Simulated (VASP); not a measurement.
Write the native input for VASP 6.6.1 that does the following.

```
Task                   : single point
Functional             : PBE
Dispersion             : D3(BJ)
Potentials or basis    : VASP PAW PBE potentials, release 64 (Si, C)
Cutoff                 : 520 eV
k mesh                 : 12 × 12 × 12
Occupations            : gaussian, width 0.02 eV
Spin                   : no spin polarisation
Dipole correction      : no
Further INCAR settings : ALGO = Normal; EDIFF = 1e-07; NBANDS = 11
```

The structure of SiC lies in POSCAR:

```
SiC
1.0
    0.0000000000      2.1743677861      2.1743677861
    2.1743677861      0.0000000000      2.1743677861
    2.1743677861      2.1743677861      0.0000000000
Si C
1 1
Direct
    0.0000000000      0.0000000000      0.0000000000
    0.7500000000      0.7500000000      0.7500000000
```

The input as run:

INCAR

```
ALGO     = Normal         # electronic algorithm
EDIFF    = 1E-7           # SCF threshold, eV
ENCUT    = 520            # plane-wave cutoff, eV
GGA      = PE             # functional
ISIF     = 2              # what is computed and relaxed
ISMEAR   = 0              # smearing method
IVDW     = 12             # dispersion correction
LASPH    = T              # aspherical terms in the spheres
LCHARG   = T              # write CHGCAR
LELF     = T              # ELF
LREAL    = F              # projectors in reciprocal space
LVHAR    = T            
LWAVE    = F              # write WAVECAR
NBANDS   = 11             # bands
NELM     = 80             # most SCF steps
PREC     = Accurate       # precision mode
SIGMA    = 0.02           # smearing width, eV
```

KPOINTS

```
k-points
0
Gamma
  12 12 12
```

Potentials or basis: VASP PAW PBE potentials, release 64 (Si, C).

Launch:

```bash
$ cat potpaw_PBE.64/Si/POTCAR potpaw_PBE.64/C/POTCAR > POTCAR
$ mpirun -np 1 vasp_std > vasp.out
```

Results of the run:

```json
{"Pressure": "-0.1 GPa", "Band gap on the k mesh": "1.35 eV, indirect (least direct gap 4.55 eV)", "Dispersion energy per atom": "-0.303 eV"}
```

It took 5 s on 1 thread of Intel(R) Xeon(R) 6975P-C (Granite Rapids) (shared host), peak memory 0.15 GiB.
